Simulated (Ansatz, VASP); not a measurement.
# Ti2Co: VASP beside Ansatz

```
CELL_PARAMETERS angstrom
0.00000 3.49020 3.49020
3.49020 0.00000 3.49020
3.49020 3.49020 0.00000
ATOMIC_POSITIONS crystal
Ti 0.12500 0.12500 0.12500
Ti 0.62500 0.12500 0.12500
Ti 0.12500 0.12500 0.62500
Ti 0.12500 0.62500 0.12500
Co 0.50000 0.50000 0.50000
Co 0.75000 0.75000 0.75000
```

Alike in both runs: functional PBEsol; k mesh 6 × 6 × 6; occupations gaussian, width 0.1 eV; collinear spin.

Ansatz relaxed the structure, and its values are those at the end. VASP's run is a single point on that final structure, the one shown.

|  | VASP | Ansatz |
| --- | --- | --- |
| version | VASP 6.6.1 | Ansatz 0.2.0 |
| potentials or method | VASP PAW PBE potentials, release 64 (Ti_sv, Co), cutoff 520 eV | scalar-relativistic, plane waves, PAW |
| valence electrons in the cell | 66 | 82 |

```csv
,VASP,Ansatz,Ansatz less VASP
gap on the k mesh at the Fermi level (eV),none,none,-
pressure (GPa),-0.1,0.0,+0.10
net moment per atom (μB),0.28,0.29,+0.006
size of the moment on the site where the two differ most (μB),0.96,1.00,+0.039
```

VASP's potentials were made for PBE, not for PBEsol. Site moments also hang on the region over which each program counts them. A gap of «none» marks a metal or a gap that the smearing closes. The functional is the same, so the differences come from potentials, cutoffs and numerics. VASP's potentials hold 66 valence electrons a cell and Ansatz's 82, so a difference there can come from the potentials and not from the codes.
